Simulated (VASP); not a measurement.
Cu3N (d3):

```
Cu N
1.0
     3.81471    0.00000    0.00000
     0.00000    3.81471    0.00000
     0.00000    0.00000    3.81471
Cu N
3 1
Direct
  0.00000 0.00000 0.50000
  0.00000 0.50000 0.00000
  0.50000 0.00000 0.00000
  0.00000 0.00000 0.00000
```

```yaml
Program: VASP 6.6.1
Task: relaxation of cell and atoms
Functional: PBE
Dispersion: D3(BJ)
Potentials_or_basis: VASP PAW PBE potentials, release 64 (Cu, N)
Cutoff: 600 eV
k_mesh: 10 × 10 × 10
Occupations: gaussian, width 0.01 eV
Spin: no spin polarisation
```

At the start: pressure -2.5 GPa; volume 13.88 Å³/atom.

Problem. Where does the relaxation end?

Solution. Over 3 steps the energy falls by 2.3 meV/atom and the volume is 13.59 Å³/atom (-2.1 %); space group Pm-3m (No. 221, to 0.05 Å).

The path:
| step | energy change (eV) | largest force (eV/Å) | pressure (GPa) | volume (Å³) |
| --- | --- | --- | --- | --- |
| 1 | 0.0000 | 0.0000 | -2.54 | 55.51 |
| 2 | -0.0069 | 0.0000 | 1.40 | 53.76 |
| 3 | -0.0094 | 0.0000 | 0.01 | 54.35 |

Final structure:
```
Cu N
1.0
     3.78790    0.00000    0.00000
     0.00000    3.78790    0.00000
     0.00000    0.00000    3.78790
Cu N
3 1
Direct
  0.00000 0.00000 0.50000
  0.00000 0.50000 0.00000
  0.50000 0.00000 0.00000
  0.00000 0.00000 0.00000
```
